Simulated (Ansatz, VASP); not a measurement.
**Ge2Sb2Te5: VASP beside Ansatz**

```
Te Sb Ge
1.0
     4.17395    0.00000    0.00000
    -2.08697    3.61474    0.00000
     0.00000    0.00000   16.91377
Te Sb Ge
5 2 2
Direct
  0.00000 0.00000 0.00000
  0.66667 0.33333 0.22022
  0.33333 0.66667 0.42195
  0.66667 0.33333 0.57805
  0.33333 0.66667 0.77978
  0.33333 0.66667 0.11731
  0.66667 0.33333 0.88269
  0.00000 0.00000 0.33894
  0.00000 0.00000 0.66106
```

Alike in both runs: functional LDA; k mesh 10 × 10 × 2; occupations gaussian, width 0.03 eV; no spin polarisation.

Ansatz relaxed the structure, and its values are those at the end. VASP's run is a single point on that final structure, the one shown.

|  | VASP | Ansatz |
| --- | --- | --- |
| version | VASP 6.6.1 | Ansatz 0.2.0 |
| potentials or method | VASP PAW LDA potentials, release 64 (Te, Sb, Ge_d) | scalar-relativistic, plane waves, PAW |
| plane-wave cutoff (eV) | 520 | 420 |
| valence electrons in the cell | 68 | 138 |

|  | VASP | Ansatz | Ansatz less VASP |
| --- | --- | --- | --- |
| gap on the k mesh at the Fermi level (eV) | 0.05 | 0.06 | +0.013 |
| least direct gap on the mesh (eV) | 0.07 | 0.08 | +0.008 |
| pressure (GPa) | 0.2 | 0.0 | -0.17 |
| rms of the force components (eV/Å) | 0.019 | 0.002 | -0.0172 |

LDA's correlation is that of Perdew and Zunger in VASP and of Perdew and Wang (1992) in Ansatz. VASP's potentials hold 68 valence electrons a cell and Ansatz's 138, so a difference there can come from the potentials and not from the codes.

Spin-orbit coupling is off throughout.
